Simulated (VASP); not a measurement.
Write the native input for VASP 6.6.1 that does the following.

| Property | Result |
| --- | --- |
| Task | single point |
| Functional | RPBE |
| Potentials or basis | VASP PAW PBE potentials, release 64 (Nb_sv) |
| Cutoff | 520 eV |
| k mesh | 14 × 14 × 7 |
| Occupations | fermi-dirac, width 0.1 eV |
| Spin | no spin polarisation |
| Dipole correction | no |
| Further INCAR settings | ALGO = Normal; EDIFF = 1e-07; NBANDS = 20 |

The structure of Nb lies in POSCAR:

```
Nb
1.0
    2.7666931883      0.0000000000      0.0000000000
   -1.3833465942      2.3960265856      0.0000000000
    0.0000000000      0.0000000000      5.0512212541
Nb
2
Direct
    0.3333333333      0.6666666667      0.2500000000
    0.6666666667      0.3333333333      0.7500000000
```

This cell differs from its parent crystal: volume scaled by 0.88.

One way to write it, as run:

INCAR

```
ALGO = Normal
EDIFF = 1E-7
ENCUT = 520
GGA = RP
ISIF = 2
ISMEAR = -1
LASPH = True
LCHARG = True
LELF = True
LREAL = False
LVHAR = True
LWAVE = False
NBANDS = 20
NELM = 60
PREC = Accurate
SIGMA = 0.1
```

KPOINTS

```
k-points
0
Gamma
  14 14 7
```

Potentials or basis: VASP PAW PBE potentials, release 64 (Nb_sv).

Run with:

```sh
$ cat potpaw_PBE.64/Nb_sv/POTCAR > POTCAR
$ mpirun -np 1 vasp_std > vasp.out
```

Results of the run:

The pressure is 24.4 GPa and the band gap on the k mesh is zero (band 13 reaches 14.58 eV, above the bottom of band 14 at 11.96 eV).

Caveat: the PAW data sets were made with another functional, which shifts forces and pressure a little.

It took 39 s on 1 thread of Intel(R) Xeon(R) 6975P-C (Granite Rapids), with other jobs on the host, peak memory 0.19 GiB.
